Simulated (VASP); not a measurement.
HfO2: relaxation of cell and atoms with PBE+U

Crystal: HfO2.

```xyz
6
Lattice="3.5580 0.0000 0.0000 0.0000 3.5580 0.0000 0.0000 0.0000 5.1719" Properties=species:S:1:pos:R:3 pbc="T T T"
Hf    0.0000    0.0000    0.0000
Hf    1.7790    1.7790    2.5859
O     0.0000    1.7790    1.0199
O     1.7790    0.0000    1.5660
O     1.7790    0.0000    4.1519
O     0.0000    1.7790    3.6059
```

- Program: VASP 6.6.1
- Task: relaxation of cell and atoms
- Functional: PBE
- Potentials or basis: VASP PAW PBE potentials, release 64 (Hf_pv, O)
- Cutoff: 600 eV
- k mesh: 8 × 8 × 5
- Occupations: fermi-dirac, width 0.05 eV
- Spin: no spin polarisation
- Hubbard terms: Hf d U = 5.0 eV
- Dipole correction: no
- Further INCAR settings: ALGO = Normal; EDIFF = 1e-06; IBRION = 2; EDIFFG = -0.01; NSW = 60; ISIF = 3

```
Relaxed volume                        : 11.55 Å³/atom
Relaxed cell                          : a = 3.654 Å, b = 3.654 Å, c = 5.192 Å, α = 90.00°, β = 90.00°, γ = 90.00°
Space group after relaxing (to 0.1 Å) : P4_2/nmc (No. 137)
Energy gained by relaxing             : 74.8 meV/atom
Ionic steps                           : 13
Pressure after relaxing               : 0.0 GPa
Largest force after relaxing          : 0.007 eV/Å
Band gap on the k mesh                : 4.57 eV
```

Forces in eV/Å, atoms in the order of the input:
```
Hf   0.000  0.000  0.000
Hf   0.000  0.000  0.000
O    0.000  0.000  0.007
O    0.000  0.000 -0.007
O    0.000  0.000 -0.007
O    0.000  0.000  0.007
```

Stress tensor (GPa, compression positive):
```
-0.12  0.00  0.00
 0.00 -0.12  0.00
 0.00  0.00  0.13
```

Step by step:
| step | energy change (eV) | largest force (eV/Å) | pressure (GPa) | volume (Å³) |
| --- | --- | --- | --- | --- |
| 1 | 0.0000 | 0.8585 | 21.92 | 65.47 |
| 2 | 0.4271 | 0.3086 | -23.21 | 80.66 |
| 3 | -0.3822 | 0.2564 | -1.27 | 71.19 |
| 4 | -0.3827 | 0.2739 | -0.59 | 70.98 |
| 5 | -0.3826 | 0.2836 | -0.21 | 70.86 |
| 6 | -0.3956 | 0.2512 | -0.04 | 70.64 |
| 7 | -0.4243 | 0.1678 | 0.58 | 69.96 |
| 8 | -0.4409 | 0.0635 | 2.66 | 68.62 |
| 9 | -0.4484 | 0.0181 | 0.36 | 69.20 |
| 10 | -0.4486 | 0.0105 | 0.01 | 69.31 |
| 11 | -0.4487 | 0.0080 | -0.13 | 69.34 |
| 12 | -0.4487 | 0.0101 | -0.08 | 69.33 |
| 13 | -0.4488 | 0.0067 | -0.04 | 69.31 |

Final structure:
```
CELL_PARAMETERS angstrom
3.65387 0.00000 0.00000
0.00000 3.65387 0.00000
0.00000 0.00000 5.19177
ATOMIC_POSITIONS crystal
Hf 0.00000 0.00000 0.00000
Hf 0.50000 0.50000 0.50000
O 0.00000 0.50000 0.22583
O 0.50000 0.00000 0.27417
O 0.50000 0.00000 0.77417
O 0.00000 0.50000 0.72583
```

Levels at points of the mesh, in eV from the valence-band top:
| k point | band 19 | band 20 | band 21 | band 22 | band 23 | band 24 | band 25 | band 26 |
| --- | --- | --- | --- | --- | --- | --- | --- | --- |
| (0.00, 0.00, 0.00) | -0.35 | -0.34 | -0.34 | 0.00 | 4.57 | 5.19 | 5.32 | 5.49 |
| (0.50, 0.00, 0.00) | -1.72 | -1.72 | -0.37 | -0.37 | 5.34 | 5.34 | 6.31 | 6.31 |
| (0.50, 0.50, 0.00) | -0.94 | -0.94 | -0.02 | -0.02 | 4.83 | 4.83 | 6.76 | 6.76 |

Eigenvalues of the final occupation matrices:
| site | spin | trace | eigenvalues |
| --- | --- | --- | --- |
| site 1 d | 1 | 0.57 | 0.05 0.05 0.16 0.16 0.16 |
| site 1 d | 2 | 0.57 | 0.05 0.05 0.16 0.16 0.16 |
| site 2 d | 1 | 0.57 | 0.05 0.05 0.16 0.16 0.16 |
| site 2 d | 2 | 0.57 | 0.05 0.05 0.16 0.16 0.16 |

Wall time 14 min on 1 thread of Oxide Virtual Turin-like Processor, with other jobs on the host, peak memory 0.2 GiB.

Caveat: spin-orbit coupling is left out, which moves the levels of the heavy elements. A k mesh can miss the band edges.
